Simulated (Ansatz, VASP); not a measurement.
AlN: VASP beside Ansatz

Contents of INCAR:

```
ALGO = Normal ; EDIFF = 1E-6
ENCUT = 600 ; GGA = PE
GGA_COMPAT = False ; ISIF = 2
ISMEAR = 0 ; LASPH = True
LCHARG = False ; LREAL = False
LWAVE = False ; NBANDS = 11
NELM = 120 ; PREC = Accurate
SIGMA = 0.05
```

KPOINTS

```
k-points
0
Gamma
  6 6 6
```

Contents of POSCAR:

```
AlN
1.0
    2.6643555061      0.0000000000      0.0000000000
    0.0000000000      2.6643555061      0.0000000000
    0.0000000000      0.0000000000      2.6643555061
Al N
1 1
Direct
    0.0000000000      0.0000000000      0.0000000000
    0.5000000000      0.5000000000      0.5000000000
```

Input for Ansatz:

```yaml
crystal:
  lattice:
    - [2.6643555061, 0.0, 0.0]
    - [0.0, 2.6643555061, 0.0]
    - [0.0, 0.0, 2.6643555061]
  atoms:
    - { symbol: Al, position: [0.0, 0.0, 0.0] }
    - { symbol: "N", position: [0.5, 0.5, 0.5] }
basis:
  ecutwfc: 420
kpoints:
  mp_grid: { grid: [6, 6, 6] }
hamiltonian:
  xc: pbe
scf:
  occupations: { method: gaussian, width: 0.05 }
output:
  forces: true
  stress: true
  eigenvalues: true
```

Alike in both runs: task single point; functional PBE; k mesh 6 × 6 × 6; occupations gaussian, width 0.05 eV; no spin polarisation.

|  | VASP | Ansatz |
| --- | --- | --- |
| version | VASP 6.6.1 | Ansatz 0.2.0 |
| potentials or method | VASP PAW PBE potentials, release 64 (Al, N), cutoff 600 eV | scalar-relativistic, plane waves, PAW |
| valence electrons in the cell | 8 | 8 |

|  | VASP | Ansatz | Ansatz less VASP |
| --- | --- | --- | --- |
| gap on the k mesh at the Fermi level (eV) | none | none | - |
| pressure (GPa) | -10.3 | -10.1 | +0.24 |

A gap of «none» marks a metal or a gap that the smearing closes. The functional is the same, so the differences come from potentials, cutoffs and numerics.

The k mesh is coarse, so the values compare programs but aren't converged.
